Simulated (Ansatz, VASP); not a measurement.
**Two plane-wave programs on CdS**

```
CELL_PARAMETERS angstrom
4.19682 0.00000 0.00000
-2.09841 3.63455 0.00000
0.00000 0.00000 6.82972
ATOMIC_POSITIONS crystal
Cd 0.66667 0.33333 0.50023
Cd 0.33333 0.66667 0.00023
S 0.66667 0.33333 0.87677
S 0.33333 0.66667 0.37677
```

Alike in both runs: functional PBE; k mesh 9 × 9 × 4; occupations gaussian, width 0.02 eV; no spin polarisation.

Ansatz relaxed the structure, and its values are those at the end. VASP's run is a single point on that final structure, the one shown.

|  | VASP | Ansatz |
| --- | --- | --- |
| version | VASP 6.6.1 | Ansatz 0.2.0 |
| potentials or method | VASP PAW PBE potentials, release 64 (Cd, S), cutoff 500 eV | scalar-relativistic, plane waves, PAW |
| valence electrons in the cell | 36 | 52 |

```csv
,VASP,Ansatz,Ansatz less VASP
gap on the k mesh at the Fermi level (eV),1.11,1.11,-0.002
least direct gap on the mesh (eV),1.11,1.11,-0.002
pressure (GPa),0.3,0.0,-0.27
```

VASP's potentials hold 36 valence electrons a cell and Ansatz's 52, so a difference there can come from the potentials and not from the codes.
